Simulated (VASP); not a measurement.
CdS (sol), 4 atoms in the cell. It takes space group P6_3mc (No. 186, hexagonal). Conventional cell: a = 4.125 Å, b = 4.125 Å, c = 6.708 Å, α = 90.00°, β = 90.00°, γ = 120.00°. Within 3.3 Å of Cd (site symmetry 3m) lie 4 S at 2.52 to 2.53 Å. S (site symmetry 3m) has 4 Cd at 2.52 to 2.53 Å within 3.3 Å. 

| Property | Result |
| --- | --- |
| Program | VASP 6.6.1 |
| Task | single point |
| Functional | PBEsol |
| Potentials or basis | VASP PAW PBE potentials, release 64 (Cd, S) |
| Cutoff | 520 eV |
| k mesh | 6 × 6 × 4 |
| Occupations | gaussian, width 0.01 eV |
| Spin | no spin polarisation |
| Dipole correction | no |
| Further INCAR settings | ALGO = Normal; EDIFF = 1e-07; NBANDS = 26 |

Potentials or basis: VASP PAW PBE potentials, release 64 (Cd, S).

Launch:

```bash
$ cat potpaw_PBE.64/Cd/POTCAR potpaw_PBE.64/S/POTCAR > POTCAR
$ mpirun -np 1 vasp_std > vasp.out
```

Hardware: 1 thread of Intel(R) Xeon(R) 6975P-C (Granite Rapids) (shared host).

Estimate the wall time of this run.

Wall time 20 s on 1 thread of Intel(R) Xeon(R) 6975P-C (Granite Rapids), with other jobs on the host, peak memory 0.23 GiB. Counts: scf iterations 15, k points 21.
